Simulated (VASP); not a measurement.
A run of VASP 6.6.1 is set up as follows.

Contents of INCAR:

```
SYSTEM = Sr
PREC = Accurate ; ENCUT = 520
EDIFF = 1E-7 ; ISMEAR = 0
SIGMA = 0.15 ; LREAL = .False.
LASPH = .True. ; NELM = 100
ALGO = Fast ; ISIF = 2
LWAVE = .False. ; LCHARG = .False.
GGA = PS ; NBANDS = 17
```

Contents of KPOINTS:

```
regular mesh
0
Gamma
  12 12 8
  0 0 0
```

File POSCAR:

```
Sr
1.0
    4.1752235233      0.0000000000      0.0000000000
   -2.0876117617      3.6158496376      0.0000000000
    0.0000000000      0.0000000000      7.5124957692
Sr
2
Direct
    0.3333333333      0.6666666667      0.2500000000
    0.6666666667      0.3333333333      0.7500000000
```

Potentials or basis: VASP PAW PBE potentials, release 64 (Sr_sv).

Launch:

```console
$ cat potpaw_PBE.64/Sr_sv/POTCAR > POTCAR
$ mpirun -np 1 vasp_std > vasp.out
```

**Question.** What does it give for the pressure?

**Answer.** -0.8 GPa.

**Question.** Predict the band gap on the k mesh.

**Answer.** Zero (band 10 reaches 1.61 eV, above the bottom of band 11 at 1.12 eV).

Stress tensor (GPa, compression positive):
```
-0.12  0.00  0.00
 0.00 -0.12  0.00
 0.00  0.00 -2.08
```

Caveat: the PAW data sets were made with another functional, which shifts forces and pressure a little.
